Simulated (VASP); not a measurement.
# Ir (P-1) in VASP: notebook

Ir is run at these levels: r2SCAN, r2SCAN+rVV10, r2SCAN+D4; tasks: single point.

All numbers are computed with VASP 6.6.1; they aren't measurements. Logs are shortened: lines on timing, memory, paths and dates and some standing lists are left out, and cuts for length are marked.

## Step 1: The cell of the first run

The typed cell holds 1 atom: a = 2.718 Å, b = 2.716 Å, c = 2.724 Å, α = 59.93°, β = 59.99°, γ = 59.94°.

## Step 2: Single point, r2SCAN

File POSCAR:

```
Ir
1.0
    0.0016597495      1.9226566274      1.9213825906
    1.9216934818      0.0035407957      1.9195579564
    1.9265181020      1.9257282906     -0.0011905574
Ir
1
Direct
    0.0000000000      0.0000000000      0.0000000000
```

File INCAR.step1:

```
SYSTEM = Ir
ALGO     = Normal         ! electronic algorithm
EDIFF    = 1E-4           ! SCF threshold, eV
ENCUT    = 520            ! plane-wave cutoff, eV
GGA      = PE             ! functional
ISMEAR   = -1             ! smearing method
LASPH    = .TRUE.         ! aspherical terms in the spheres
LCHARG   = .FALSE.        ! write CHGCAR
LREAL    = .FALSE.        ! projectors in reciprocal space
LWAVE    = .TRUE.         ! write WAVECAR
NBANDS   = 10             ! bands
NELM     = 80             ! most SCF steps
PREC     = Accurate       ! precision mode
SIGMA    = 0.05           ! smearing width, eV
```

File INCAR.step2:

```
SYSTEM = Ir
ALGO     = Normal         ! electronic algorithm
EDIFF    = 1E-6           ! SCF threshold, eV
ENCUT    = 520            ! plane-wave cutoff, eV
ISIF     = 2              ! what is computed and relaxed
ISMEAR   = -1             ! smearing method
ISTART   = 1            
LASPH    = .TRUE.         ! aspherical terms in the spheres
LCHARG   = .FALSE.        ! write CHGCAR
LMIXTAU  = .TRUE.       
LREAL    = .FALSE.        ! projectors in reciprocal space
LWAVE    = .FALSE.        ! write WAVECAR
METAGGA  = R2SCAN         ! meta-GGA
NBANDS   = 10             ! bands
NELM     = 80             ! most SCF steps
PREC     = Accurate       ! precision mode
SIGMA    = 0.05           ! smearing width, eV
```

File KPOINTS:

```
k-points
0
G
  12 13 11
  0 0 0
```

Potentials or basis: VASP PAW PBE potentials, release 64 (Ir).

Launch:

```sh
cat potpaw_PBE.64/Ir/POTCAR > POTCAR
cp INCAR.step1 INCAR
mpirun -np 1 vasp_std > vasp.out
cp INCAR.step2 INCAR
mpirun -np 1 vasp_std > vasp.out
```

OUTCAR:

```text
SYSTEM = Ir
   EDIFF = 1E-6
   ENCUT = 520
   ISIF = 2
   ISMEAR = -1
   ISTART = 1
   LASPH = .TRUE.
   LREAL = .FALSE.
   METAGGA = R2SCAN
   NELM = 80
   PREC = Accurate

 ion  position               nearest neighbor table
   1  0.000  0.000  0.000-

  LATTYP: Found a triclinic cell.
 ALAT       =     4.7017014794
 B/A-ratio  =     0.5773844625
 C/A-ratio  =     0.5793540650
 COS(alpha) =     0.0004444094
 COS(beta)  =     0.2896805756
 COS(gamma) =     0.8656574880

  Lattice vectors:

 A1 = (   3.8417272141,  -1.9155750360,   1.9177333222)
 A2 = (   1.9200337323,  -1.9191158317,  -0.0018246342)
 A3 = (   1.9265181020,   1.9257282906,  -0.0011905574)

Analysis of symmetry for initial positions (statically):
=====================================================================
 Subroutine PRICEL returns:
 Original cell was already a primitive cell.

 Routine SETGRP: Setting up the symmetry group for a
 triclinic supercell.

 Subroutine GETGRP returns: Found  2 space group operations
 (whereof  2 operations were pure point group operations)
 out of a pool of  2 trial point group operations.

The static configuration has the point symmetry S_2 .

Analysis of symmetry for dynamics (positions and initial velocities):
=====================================================================
 Subroutine PRICEL returns:
 Original cell was already a primitive cell.

 Routine SETGRP: Setting up the symmetry group for a
 triclinic supercell.

 Subroutine GETGRP returns: Found  2 space group operations
 (whereof  2 operations were pure point group operations)
 out of a pool of  2 trial point group operations.

The dynamic configuration has the point symmetry S_2 .

 Subroutine INISYM returns: Found  2 space group operations
 (whereof  2 operations are pure point group operations),
 and found     1 'primitive' translations

----------------------------------------------------------------------------------------

                                     Primitive cell

  volume of cell :      14.2056

  direct lattice vectors                    reciprocal lattice vectors
     0.001659750  1.922656627  1.921382591    -0.260217061  0.260484544  0.260026068
     1.921693482  0.003540796  1.919557956     0.260625249 -0.260571078  0.260518723
     1.926518102  1.925728291 -0.001190557     0.259322792  0.259694110 -0.260090320

  length of vectors
     2.718146854  2.716177668  2.723949864     0.450753450  0.451323401  0.449818092

  position of ions in fractional coordinates (direct lattice)
     0.000000000  0.000000000  0.000000000

  ion indices of the primitive-cell ions
   primitive index   ion index
                 1           1

----------------------------------------------------------------------------------------

 KPOINTS: k-points

Automatic generation of k-mesh.
 Grid dimensions read from file:
 generate k-points for:   12   13   11

 Generating k-lattice:

  Cartesian coordinates                     Fractional coordinates (reciprocal lattice)
    -0.021684755  0.021707045  0.021668839     0.083333333  0.000000000 -0.000000000
     0.020048096 -0.020043929  0.020039902     0.000000000  0.076923077  0.000000000
     0.023574799  0.023608555 -0.023644575    -0.000000000  0.000000000  0.090909091

  Length of vectors
     0.037562788  0.034717185  0.040892554

  Shift w.r.t. Gamma in fractional coordinates (k-lattice)
     0.000000000  0.000000000  0.000000000

 Subroutine IBZKPT returns following result:
 ===========================================

 Found    859 irreducible k-points:

 Following reciprocal coordinates:
            Coordinates               Weight
  0.000000  0.000000  0.000000      1.000000
  0.083333 -0.000000 -0.000000      2.000000
  0.166667  0.000000 -0.000000      2.000000
  0.250000  0.000000  0.000000      2.000000
  0.333333 -0.000000 -0.000000      2.000000
  0.416667 -0.000000 -0.000000      2.000000
[... 16 lines left out ...]
  0.250000  0.153846  0.000000      2.000000
  0.333333  0.153846 -0.000000      2.000000
 [... further k-points ...]
   k-points           NKPTS =    859   k-points in BZ     NKDIM =    859   number of bands    NBANDS=     10
   number of dos      NEDOS =    301   number of ions     NIONS =      1
   total plane-waves  NPLWV =   8000
   dimension x,y,z NGX =    20 NGY =   20 NGZ =   20
   dimension x,y,z NGXF=    40 NGYF=   40 NGZF=   40
   ions per type =               1
   NGX,Y,Z   is equivalent  to a cutoff of  12.23, 12.24, 12.21 a.u.
   NGXF,Y,Z  is equivalent  to a cutoff of  24.46, 24.48, 24.41 a.u.
 SYSTEM =  Ir
   PREC   = accura    normal or accurate (medium, high low for compatibility)
   ISTART =      1    job   : 0-new  1-cont  2-samecut
   ICHARG =      0    charge: 1-file 2-atom 10-const
   ISPIN  =      1    spin polarized calculation?
   LNONCOLLINEAR =      F non collinear calculations
   LSORBIT =      F    spin-orbit coupling
   LASPH  =      T    aspherical Exc in radial PAW
   ENCUT  =  520.0 eV  38.22 Ry    6.18 a.u.   5.05  5.05  5.06*2*pi/ulx,y,z
   NELM   =     80;   NELMIN=  2; NELMDL=  0     # of ELM steps
   EDIFF  = 0.1E-05   stopping-criterion for ELM
   LREAL  =      F    real-space projection
   EDIFFG = 0.1E-04   stopping-criterion for IOM
   NSW    =      0    number of steps for IOM
   IBRION =     -1    ionic relax: 0-MD 1-quasi-New 2-CG
   NFREE  =      0    steps in history (QN), initial steepest desc. (CG)
   ISIF   =      2    stress and relaxation
   ISYM   =      2    0-nonsym 1-usesym 2-fastsym
   POTIM  = 0.5000    time-step for ionic-motion
   TEBEG  =    0.0;   TEEND  =   0.0 temperature during run
   PSTRESS=    0.0 pullay stress
   NELECT =       9.0000    total number of electrons
   NUPDOWN=      -1.0000    fix difference up-down
   EMIN   =  10.00;   EMAX   =-10.00  energy-range for DOS
   EFERMI =   0.00;   METHOD = LEGACY
   ISMEAR =    -1;   SIGMA  =   0.05  broadening in eV -4-tet -1-fermi 0-gaus
   EFERMI_NEDOS =   21; number of points for ismear=-14 and -15
   IALGO  =     38    algorithm
   IMIX   =      4    mixing-type and parameters
     AMIX     =   0.40;   BMIX     =  1.00
     AMIX_MAG =   1.60;   BMIX_MAG =  1.00
  volume/ion in A,a.u.               =      14.21        95.86
  Fermi-wavevector in a.u.,A,eV,Ry     =   1.406054  2.657057 26.898554  1.976988
  Thomas-Fermi vector in A             =   2.528453
   LORBIT       =      0    0 simple, 1 ext, 2 COOP (PROOUT), +10 PAW based schemes
   METAGGA = R2SCAN    functional components
   LHFCALC =     F    Hartree Fock is set to
   AEXX    =    0.0000 exact exchange contribution
   IVDW    =     0    specifies the selected vdW correction
   LEPSILON=     F    determine dielectric tensor
   LRPA    =     F    only Hartree local field effects (RPA)
 non-spin polarized calculation
  energy-cutoff  :      520.00
  volume of cell :       14.21
 maximum number of plane-waves:       392
   NGX = 11   NGY = 11   NGZ = 11

 number of electron       9.0000000 magnetization

 Free energy of the ion-electron system (eV)
  ---------------------------------------------------
  ext. energy  EPLUGINS =         0.00000000
  ---------------------------------------------------
  free energy    TOTEN  =       -52.36641351 eV

  energy without entropy =      -52.35838870  energy(sigma->0) =      -52.36240110

 E-fermi :  10.0955     XC(G=0): -15.3000

 val. band max:       10.0921799076   @ k =   0.0833   0.2308   0.4545
 cond. band min:      10.0969877632   @ k =   0.0833   0.4615   0.1818
 fundamental gap:      0.0048078556
 Fermi energy:        10.0954967007

 k-point     1 :       0.0000    0.0000    0.0000
  band No.  band energies     occupation
      1      -1.3785      2.00000
      2       6.1012      2.00000
      3       6.1334      2.00000
      4       6.1545      2.00000
      5       8.8143      2.00000
      6       8.8332      2.00000
      7      25.2159      0.00000
      8      30.9796      0.00000
      9      31.0657      0.00000
     10      31.1209      0.00000

 k-point     2 :       0.0833   -0.0000   -0.0000
  band No.  band energies     occupation
      1      -1.0593      2.00000
      2       5.9693      2.00000
      3       6.2358      2.00000
      4       6.2883      2.00000
      5       8.7322      2.00000
      6       8.7497      2.00000
      7      25.7536      0.00000
      8      29.6162      0.00000
      9      31.5006      0.00000
     10      31.6221      0.00000

 k-point     3 :       0.1667    0.0000   -0.0000
  band No.  band energies     occupation
      1      -0.1837      2.00000
      2       5.6333      2.00000
      3       6.5011      2.00000
      4       6.5652      2.00000
      5       8.6615      2.00000
      6       8.6735      2.00000
      7      26.9227      0.00000
      8      27.3065      0.00000
      9      32.9387      0.00000
     10      33.0477      0.00000

 k-point     4 :       0.2500    0.0000    0.0000
  band No.  band energies     occupation
      1       0.9175      2.00000
      2       5.6017      2.00000
      3       6.5309      2.00000
      4       6.6038      2.00000
      5       9.0336      2.00000
      6       9.0409      2.00000
      7      24.7092      0.00000
      8      27.6697      0.00000
      9      34.8262      0.00000
     10      34.9133      0.00000
[... 222 lines left out ...]
 k-point    22 :       0.1667    0.1538    0.0000
  band No.  band energies     occupation
      1       0.1246      2.00000
      2       5.0879      2.00000
      3       6.9833      2.00000
      4       7.0192      2.00000
      5       7.6766      2.00000
      6       9.2605      2.00000
      7      27.7199      0.00000
      8      29.1155      0.00000
      9      30.9951      0.00000
     10      31.1646      0.00000

 k-point    23 :       0.2500    0.1538    0.0000
  band No.  band energies     occupation
      1       1.0746      2.00000
      2       4.7008      2.00000
      3       6.7663      2.00000
      4       7.3131      2.00000
      5       8.1335      2.00000
      6       9.5912      1.99992
      7      27.1972      0.00000
      8      28.8845      0.00000
      9      30.7924      0.00000
     10      31.7266      0.00000

 k-point    24 :       0.3333    0.1538   -0.0000
  band No.  band energies     occupation
      1       2.0653      2.00000
      2       4.7171      2.00000
      3       6.1597      2.00000
      4       7.2800      2.00000
      5       9.4735      1.99999
      6      10.2479      0.09060
      7      24.3340      0.00000
      8      28.3429      0.00000
      9      30.2634      0.00000
     10      32.1272      0.00000

 [... further k-points ...]

------------------------ aborting loop because EDIFF is reached ----------------------------------------

  FORCE on cell =-STRESS in cart. coord.  units (eV):
  Direction    XX          YY          ZZ          XY          YZ          ZX
  --------------------------------------------------------------------------------------
  -------------------------------------------------------------------------------------
  Total        0.2207853      0.2213463      0.2205870     -0.0015697      0.0000513      0.0005896
  in kB       24.9011662     24.9644472     24.8788098     -0.1770419      0.0057845      0.0664921
  external PRESSURE =      24.9148077 kB  Pullay stress =       0.0000000 kB

 VOLUME and BASIS-vectors are now :
 -----------------------------------------------------------------------------
  energy-cutoff  :      520.00
  volume of cell :       14.21
      direct lattice vectors                 reciprocal lattice vectors
     0.001659750  1.922656627  1.921382591    -0.260217061  0.260484544  0.260026068
     1.921693482  0.003540796  1.919557956     0.260625249 -0.260571078  0.260518723
     1.926518102  1.925728291 -0.001190557     0.259322792  0.259694110 -0.260090320

 POSITION                                       TOTAL-FORCE (eV/Angst)
 -----------------------------------------------------------------------------------
      0.00000      0.00000      0.00000         0.000000      0.000000      0.000000
 -----------------------------------------------------------------------------------
    total drift:                                0.000000      0.000000      0.000000

  FREE ENERGIE OF THE ION-ELECTRON SYSTEM (eV)
  ---------------------------------------------------
  free  energy   TOTEN  =       -52.3664135078 eV

  energy  without entropy=      -52.3583886956  energy(sigma->0) =      -52.36240110
```

Run time: 7.9 min. Hardware: 1 thread of Intel Xeon 8259CL, shared host; peak memory 0.24 GiB.

Results:

- Free energy: -52.3664 eV
- Pressure: 2.5 GPa
- Band gap on the k mesh: zero (an odd number of electrons rules out a gap without spin polarisation)

Caveat: the PAW data sets were made with another functional, which shifts forces and pressure a little; spin-orbit coupling is left out, which moves the levels of the heavy elements.

(Part 1 of 2 ends here.)
